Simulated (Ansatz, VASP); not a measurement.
**One calculation of ZnO, two programs**

The input POSCAR:

```
ZnO
1.0
    3.4302836265      0.0000000000      0.0000000000
   -1.7151418132      2.9707127627      0.0000000000
    0.0000000000      0.0000000000      4.6694587936
Zn O
2 2
Direct
    0.3333333333      0.6666666667      0.0000000000
    0.6666666667      0.3333333333      0.5000000000
    0.3333333333      0.6666666667      0.3821000000
    0.6666666667      0.3333333333      0.8821000000
```

File INCAR.step1:

```
  ALGO = Normal
  EDIFF = 1E-4
  ENCUT = 520
  GGA = PE
  ISMEAR = 0
  LASPH = T
  LCHARG = F
  LREAL = F
  LWAVE = T
  NBANDS = 26
  NELM = 60
  PREC = Accurate
  SIGMA = 0.05
```

Contents of INCAR.step2:

```
  ALGO = Normal
  EDIFF = 1E-6
  ENCUT = 520
  ISIF = 2
  ISMEAR = 0
  ISTART = 1
  LASPH = T
  LCHARG = T
  LELF = T
  LMIXTAU = T
  LREAL = F
  LVHAR = T
  LWAVE = F
  METAGGA = R2SCAN
  NBANDS = 26
  NELM = 60
  PREC = Accurate
  SIGMA = 0.05
```

File KPOINTS:

```
k-points
0
Gamma
  12 12 6
```

Input for Ansatz:

```yaml
crystal:
  lattice:
    - [3.4302836265, 0.0, 0.0]
    - [-1.7151418132, 2.9707127627, 0.0]
    - [0.0, 0.0, 4.6694587936]
  atoms:
    - { symbol: Zn, position: [0.3333333333, 0.6666666667, 0.0] }
    - { symbol: Zn, position: [0.6666666667, 0.3333333333, 0.5] }
    - { symbol: O, position: [0.3333333333, 0.6666666667, 0.3821] }
    - { symbol: O, position: [0.6666666667, 0.3333333333, 0.8821] }
basis:
  ecutwfc: 500
kpoints:
  mp_grid: { grid: [12, 12, 6] }
hamiltonian:
  xc: r2scan
scf:
  occupations: { method: gaussian, width: 0.05 }
output:
  forces: true
  stress: true
  eigenvalues: true
```

Alike in both runs: task single point; functional r2SCAN; k mesh 12 × 12 × 6; occupations gaussian, width 0.05 eV; no spin polarisation.

|  | VASP | Ansatz |
| --- | --- | --- |
| version | VASP 6.6.1 | Ansatz 0.2.0 |
| potentials or method | VASP PAW PBE potentials, release 64 (Zn, O), cutoff 520 eV | scalar-relativistic, plane waves, PAW |
| valence electrons in the cell | 36 | 36 |

```tsv
	VASP	Ansatz	Ansatz less VASP
gap on the k mesh at the Fermi level (eV)	1.22	1.24	+0.015
least direct gap on the mesh (eV)	1.22	1.24	+0.015
pressure (GPa)	6.0	4.8	-1.27
traceless stress, the component that is largest in VASP (GPa)	30.68	29.14	-1.537
rms of the force components (eV/Å)	1.539	1.444	-0.0951
```

VASP's potentials were made for PBE, not for r2SCAN. Atom by atom the forces differ by 0.095 eV/Å (rms over components).
